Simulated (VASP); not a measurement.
# TiGa2Se4 (I-4) in VASP: single point with r2SCAN

Aim: the single point of TiGa2Se4 with r2SCAN.

Everything below comes from runs of VASP 6.6.1. Logs are shortened: lines on timing, memory, paths and dates and some standing lists are left out, and cuts for length are marked.

### 1 The cell of the first run

Symmetry: I-4, No. 82, tetragonal system. The conventional cell has a = 5.604 Å, b = 5.604 Å, c = 10.470 Å, α = 90.00°, β = 90.00°, γ = 90.00°. Se (site symmetry 1) has 2 Ga at 2.31 to 2.37 Å and 1 Ti at 2.44 Å within 3.1 Å. Within 3.1 Å of Ga (site symmetry -4) lie 4 Se at 2.31 Å. Ga (site symmetry -4) has 4 Se at 2.37 Å within 3.1 Å. Ti (site symmetry -4) has 4 Se at 2.44 Å within 3.2 Å.

### 2 Single point, r2SCAN

Input file POSCAR:

```
TiGa2Se4
1.0
    0.0000000000      5.6035743200      0.0000000000
    5.6035743200      0.0000000000      0.0000000000
    2.8017866600      2.8017866600     -5.2347506800
Se Ga Ti
4 2 1
Direct
    0.3900000000      0.3800000000      0.7400000000
    0.6200000000      0.1300000000      0.2600000000
    0.8700000000      0.8800000000      0.7400000000
    0.1200000000      0.6100000000      0.2600000000
    0.7500000000      0.2500000000      0.5000000000
    0.5000000000      0.5000000000      0.0000000000
    0.0000000000      0.0000000000      0.0000000000
```

Input file INCAR.step1:

```
PREC = Accurate
ENCUT = 520
ISMEAR = 1
SIGMA = 0.015
LREAL = F
LASPH = T
NELM = 80
NBANDS = 40
GGA = PE
ALGO = Normal
EDIFF = 1E-4
LWAVE = T
LCHARG = F
```

Input file INCAR.step2:

```
PREC = Accurate
ENCUT = 520
EDIFF = 1E-6
ISMEAR = 1
SIGMA = 0.015
LREAL = F
LASPH = T
NELM = 80
ALGO = Normal
ISIF = 2
LWAVE = F
LCHARG = T
METAGGA = R2SCAN
LMIXTAU = T
LELF = T
LVHAR = T
NBANDS = 40
ISTART = 1
```

Input file KPOINTS:

```
Automatic mesh
0
Gamma
  5 5 5
```

Potentials or basis: VASP PAW PBE potentials, release 64 (Se, Ga_d, Ti_sv).

Run with:

```
$ cat potpaw_PBE.64/Se/POTCAR potpaw_PBE.64/Ga_d/POTCAR potpaw_PBE.64/Ti_sv/POTCAR > POTCAR
$ cp INCAR.step1 INCAR
$ mpirun -np 1 vasp_std > vasp.out
$ cp INCAR.step2 INCAR
$ mpirun -np 1 vasp_std > vasp.out
```

OUTCAR:

```text
PREC = Accurate
   ENCUT = 520
   EDIFF = 1E-6
   ISMEAR = 1
   LREAL = F
   LASPH = T
   NELM = 80
   ISIF = 2
   METAGGA = R2SCAN
   ISTART = 1

 ion  position               nearest neighbor table
   1  0.390  0.380  0.740-   5 2.31   6 2.37   7 2.44
   2  0.620  0.130  0.260-   5 2.31   6 2.37   7 2.44
   3  0.870  0.880  0.740-   5 2.31   6 2.37   7 2.44
   4  0.120  0.610  0.260-   5 2.31   6 2.37   7 2.44
   5  0.750  0.250  0.500-   2 2.31   1 2.31   3 2.31   4 2.31
   6  0.500  0.500  0.000-   1 2.37   2 2.37   4 2.37   3 2.37
   7  0.000  0.000  0.000-   3 2.44   2 2.44   4 2.44   1 2.44

  LATTYP: Found a body centered tetragonal cell.
 ALAT       =     5.6035743200
 C/A-ratio  =     1.8683612927

  Lattice vectors:

 A1 = (  -2.8017866600,   2.8017876600,   5.2347506800)
 A2 = (   2.8017876600,  -2.8017866600,   5.2347506800)
 A3 = (   2.8017866600,   2.8017866600,  -5.2347506800)

Analysis of symmetry for initial positions (statically):
=====================================================================
 Subroutine PRICEL returns:
 Original cell was already a primitive cell.

 Routine SETGRP: Setting up the symmetry group for a
 body centered tetragonal supercell.

 Subroutine GETGRP returns: Found  4 space group operations
 (whereof  4 operations were pure point group operations)
 out of a pool of 16 trial point group operations.

The static configuration has the point symmetry S_4 .

Analysis of symmetry for dynamics (positions and initial velocities):
=====================================================================
 Subroutine PRICEL returns:
 Original cell was already a primitive cell.

 Routine SETGRP: Setting up the symmetry group for a
 body centered tetragonal supercell.

 Subroutine GETGRP returns: Found  4 space group operations
 (whereof  4 operations were pure point group operations)
 out of a pool of 16 trial point group operations.

The dynamic configuration has the point symmetry S_4 .

 Subroutine INISYM returns: Found  4 space group operations
 (whereof  4 operations are pure point group operations),
 and found     1 'primitive' translations

----------------------------------------------------------------------------------------

                                     Primitive cell

  volume of cell :     164.3714

  direct lattice vectors                    reciprocal lattice vectors
     0.000000000  5.603574320  0.000000000     0.000000000  0.178457524  0.095515516
     5.603574320  0.000000000  0.000000000     0.178457524  0.000000000  0.095515516
     2.801786660  2.801786660 -5.234750680     0.000000000  0.000000000 -0.191031065

  length of vectors
     5.603574320  5.603574320  6.565259451     0.202411219  0.202411219  0.191031065

  position of ions in fractional coordinates (direct lattice)
     0.390000000  0.380000000  0.740000000
     0.620000000  0.130000000  0.260000000
     0.870000000  0.880000000  0.740000000
     0.120000000  0.610000000  0.260000000
     0.750000000  0.250000000  0.500000000
     0.500000000  0.500000000  0.000000000
     0.000000000  0.000000000  0.000000000

  ion indices of the primitive-cell ions
   primitive index   ion index
                 1           1
                 2           2
                 3           3
                 4           4
                 5           5
                 6           6
                 7           7

----------------------------------------------------------------------------------------

 KPOINTS: Automatic mesh

Automatic generation of k-mesh.
 Grid dimensions read from file:
 generate k-points for:    5    5    5

 Generating k-lattice:

  Cartesian coordinates                     Fractional coordinates (reciprocal lattice)
     0.000000000  0.035691505  0.019103103     0.200000000  0.000000000  0.000000000
     0.035691505  0.000000000  0.019103103     0.000000000  0.200000000  0.000000000
     0.000000000  0.000000000 -0.038206213     0.000000000  0.000000000  0.200000000

  Length of vectors
     0.040482244  0.040482244  0.038206213

  Shift w.r.t. Gamma in fractional coordinates (k-lattice)
     0.000000000  0.000000000  0.000000000

 Subroutine IBZKPT returns following result:
 ===========================================

 Found     21 irreducible k-points:

 Following reciprocal coordinates:
            Coordinates               Weight
  0.000000  0.000000  0.000000      1.000000
  0.200000  0.000000  0.000000      8.000000
  0.400000  0.000000  0.000000      8.000000
  0.200000  0.200000  0.000000      8.000000
  0.400000  0.200000  0.000000      8.000000
 -0.200000 -0.400000 -0.000000      8.000000
[... 13 lines left out ...]
  0.000000  0.000000  0.400000      2.000000
 -0.200000  0.000000  0.400000      4.000000
   k-points           NKPTS =     21   k-points in BZ     NKDIM =     21   number of bands    NBANDS=     40
   number of dos      NEDOS =    301   number of ions     NIONS =      7
   total plane-waves  NPLWV =  88200
   dimension x,y,z NGX =    42 NGY =   42 NGZ =   50
   dimension x,y,z NGXF=    84 NGYF=   84 NGZF=  100
   ions per type =               4   2   1
   NGX,Y,Z   is equivalent  to a cutoff of  12.46, 12.46, 12.66 a.u.
   NGXF,Y,Z  is equivalent  to a cutoff of  24.92, 24.92, 25.32 a.u.
 SYSTEM =  unknown system
   PREC   = accura    normal or accurate (medium, high low for compatibility)
   ISTART =      1    job   : 0-new  1-cont  2-samecut
   ICHARG =      0    charge: 1-file 2-atom 10-const
   ISPIN  =      1    spin polarized calculation?
   LNONCOLLINEAR =      F non collinear calculations
   LSORBIT =      F    spin-orbit coupling
   LASPH  =      T    aspherical Exc in radial PAW
   ENCUT  =  520.0 eV  38.22 Ry    6.18 a.u.  10.42 10.42 12.21*2*pi/ulx,y,z
   NELM   =     80;   NELMIN=  2; NELMDL=  0     # of ELM steps
   EDIFF  = 0.1E-05   stopping-criterion for ELM
   LREAL  =      F    real-space projection
   EDIFFG = 0.1E-04   stopping-criterion for IOM
   NSW    =      0    number of steps for IOM
   IBRION =     -1    ionic relax: 0-MD 1-quasi-New 2-CG
   NFREE  =      0    steps in history (QN), initial steepest desc. (CG)
   ISIF   =      2    stress and relaxation
   ISYM   =      2    0-nonsym 1-usesym 2-fastsym
   POTIM  = 0.5000    time-step for ionic-motion
   TEBEG  =    0.0;   TEEND  =   0.0 temperature during run
   PSTRESS=    0.0 pullay stress
   NELECT =      62.0000    total number of electrons
   NUPDOWN=      -1.0000    fix difference up-down
   EMIN   =  10.00;   EMAX   =-10.00  energy-range for DOS
   EFERMI =   0.00;   METHOD = LEGACY
   ISMEAR =     1;   SIGMA  =   0.01  broadening in eV -4-tet -1-fermi 0-gaus
   EFERMI_NEDOS =   21; number of points for ismear=-14 and -15
   IALGO  =     38    algorithm
   IMIX   =      4    mixing-type and parameters
     AMIX     =   0.40;   BMIX     =  1.00
     AMIX_MAG =   1.60;   BMIX_MAG =  1.00
  volume/ion in A,a.u.               =      23.48       158.46
  Fermi-wavevector in a.u.,A,eV,Ry     =   1.182851  2.235264 19.036401  1.399136
  Thomas-Fermi vector in A             =   2.319097
   LORBIT       =      0    0 simple, 1 ext, 2 COOP (PROOUT), +10 PAW based schemes
   METAGGA = R2SCAN    functional components
   LHFCALC =     F    Hartree Fock is set to
   AEXX    =    0.0000 exact exchange contribution
   IVDW    =     0    specifies the selected vdW correction
   LEPSILON=     F    determine dielectric tensor
   LRPA    =     F    only Hartree local field effects (RPA)
 non-spin polarized calculation
 Methfessel and Paxton  Order N= 1 SIGMA  =   0.01
  energy-cutoff  :      520.00
  volume of cell :      164.37
 maximum number of plane-waves:      4480
 NGX is ok and might be reduce to    42
   NGX = 21   NGY = 21   NGZ = 25

 number of electron      61.9999999 magnetization

 Free energy of the ion-electron system (eV)
  ---------------------------------------------------
  ext. energy  EPLUGINS =         0.00000000
  ---------------------------------------------------
  free energy    TOTEN  =       -97.27539616 eV

  energy without entropy =      -97.27513189  energy(sigma->0) =      -97.27530807

 E-fermi :   5.0446     XC(G=0):  -9.9908

 val. band max:        5.0415250575   @ k =   0.4000   0.0000   0.0000
 cond. band min:       5.0517616724   @ k =  -0.2000  -0.4000   0.2000
 fundamental gap:      0.0102366149
 Fermi energy:         5.0446367553

 k-point     1 :       0.0000    0.0000    0.0000
  band No.  band energies     occupation
      1     -54.9919      2.00000
      2     -30.3101      2.00000
      3     -30.3101      2.00000
      4     -30.2131      2.00000
      5     -12.1984      2.00000
      6     -12.1797      2.00000
[... 32 lines left out ...]
     39       8.9874      0.00000
     40       8.9874      0.00000

 k-point     2 :       0.2000    0.0000    0.0000
  band No.  band energies     occupation
      1     -54.9919      2.00000
      2     -30.3102      2.00000
      3     -30.3101      2.00000
      4     -30.2131      2.00000
      5     -12.2014      2.00000
      6     -12.1849      2.00000
[... 32 lines left out ...]
     39       8.5269      0.00000
     40       8.9803      0.00000

 k-point     3 :       0.4000    0.0000    0.0000
  band No.  band energies     occupation
      1     -54.9919      2.00000
      2     -30.3103      2.00000
      3     -30.3101      2.00000
      4     -30.2131      2.00000
      5     -12.2063      2.00000
      6     -12.1930      2.00000
[... 724 lines left out ...]
  band No.  band energies     occupation
      1     -54.9919      2.00000
      2     -30.3101      2.00000
      3     -30.3101      2.00000
      4     -30.2132      2.00000
      5     -12.1822      2.00000
      6     -12.1817      2.00000
[... 32 lines left out ...]
     39       8.0098      0.00000
     40       8.0375      0.00000

 k-point    21 :      -0.2000    0.0000    0.4000
  band No.  band energies     occupation
      1     -54.9919      2.00000
      2     -30.3102      2.00000
      3     -30.3101      2.00000
      4     -30.2132      2.00000
      5     -12.1989      2.00000
      6     -12.1837      2.00000
[... 32 lines left out ...]
     39       8.0424      0.00000
     40       8.7466      0.00000

------------------------ aborting loop because EDIFF is reached ----------------------------------------

  FORCE on cell =-STRESS in cart. coord.  units (eV):
  Direction    XX          YY          ZZ          XY          YZ          ZX
  --------------------------------------------------------------------------------------
  -------------------------------------------------------------------------------------
  Total        8.8788677      8.8788677      8.2999525      0.0000215      0.0000008      0.0000008
  in kB       86.5449824     86.5449824     80.9021221      0.0002100      0.0000077      0.0000077
  external PRESSURE =      84.6640290 kB  Pullay stress =       0.0000000 kB

 VOLUME and BASIS-vectors are now :
 -----------------------------------------------------------------------------
  energy-cutoff  :      520.00
  volume of cell :      164.37
      direct lattice vectors                 reciprocal lattice vectors
     0.000000000  5.603574320  0.000000000     0.000000000  0.178457524  0.095515516
     5.603574320  0.000000000  0.000000000     0.178457524  0.000000000  0.095515516
     2.801786660  2.801786660 -5.234750680     0.000000000  0.000000000 -0.191031065

 POSITION                                       TOTAL-FORCE (eV/Angst)
 -----------------------------------------------------------------------------------
      4.20268      4.25872     -3.87372         0.492969     -1.017592     -0.014563
      1.45693      4.20268     -1.36104        -1.017592     -0.492969      0.014563
      7.00447      6.94843     -3.87372        -0.492969      1.017592     -0.014563
      4.14664      1.40089     -1.36104         1.017592      0.492969      0.014563
      2.80179      5.60357     -2.61738        -0.000000     -0.000000      0.000000
      2.80179      2.80179      0.00000         0.000000     -0.000000      0.000000
      0.00000      0.00000      0.00000         0.000000     -0.000000      0.000000
 -----------------------------------------------------------------------------------
    total drift:                               -0.000182     -0.000206      0.000378

  FREE ENERGIE OF THE ION-ELECTRON SYSTEM (eV)
  ---------------------------------------------------
  free  energy   TOTEN  =       -97.2753961581 eV

  energy  without entropy=      -97.2751318933  energy(sigma->0) =      -97.27530807
```

It took 7.4 min on 1 thread of Intel Xeon Platinum 8375C at 2.90GHz (Ice Lake), shared host; peak memory 0.4 GiB.

What came out:

```yaml
Free_energy: -97.2754 eV
Pressure: 8.5 GPa
Largest_force: 1.131 eV/Å
Band_gap_on_the_k_mesh: zero (bands 31 and 32 overlap by 0.44 eV)
```

Forces in eV/Å, atoms in the order of the input:
```
Se   0.493 -1.018 -0.015
Se  -1.018 -0.493  0.015
Se  -0.493  1.018 -0.015
Se   1.018  0.493  0.015
Ga   0.000  0.000  0.000
Ga   0.000  0.000  0.000
Ti   0.000  0.000  0.000
```

Levels at points of the mesh, in eV from the Fermi level:
```tsv
k point	band 27	band 28	band 29	band 30	band 31	band 32	band 33	band 34	band 35	band 36
(0.00, 0.00, 0.00)	-4.20	-3.05	-2.99	-2.99	-0.54	0.16	0.61	0.93	1.24	1.24
```

Caveat: the cell stands under pressure; the PAW data sets were made with another functional, which shifts forces and pressure a little.
